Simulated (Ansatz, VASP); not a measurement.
## Cu: VASP beside Ansatz

```
Cu
1.0
     0.00000    1.75884    1.75884
     1.75884    0.00000    1.75884
     1.75884    1.75884    0.00000
Cu
1
Cartesian
  0.0000 0.0000 0.0000
```

Alike in both runs: functional LDA; k mesh 21 × 21 × 21; occupations fermi-dirac, width 0.05 eV; no spin polarisation.

Ansatz relaxed the structure, and its values are those at the end. VASP's run is a single point on that final structure, the one shown.

|  | VASP | Ansatz |
| --- | --- | --- |
| version | VASP 6.6.1 | Ansatz 0.2.0 |
| potentials or method | VASP PAW LDA potentials, release 64 (Cu) | PAW with Ansatz's default frozen-core files, scalar-relativistic |
| plane-wave cutoff (eV) | 520 | 420 |
| valence electrons in the cell | 11 | 19 |

VASP gave:

```
pressure (GPa) : 0.9
```

Task: What did Ansatz give for the same quantities?

Result: Pressure (GPa): 0.0.

LDA's correlation is that of Perdew and Zunger in VASP and of Perdew and Wang (1992) in Ansatz. VASP's potentials hold 11 valence electrons a cell and Ansatz's 19, so a difference there can come from the potentials and not from the codes.
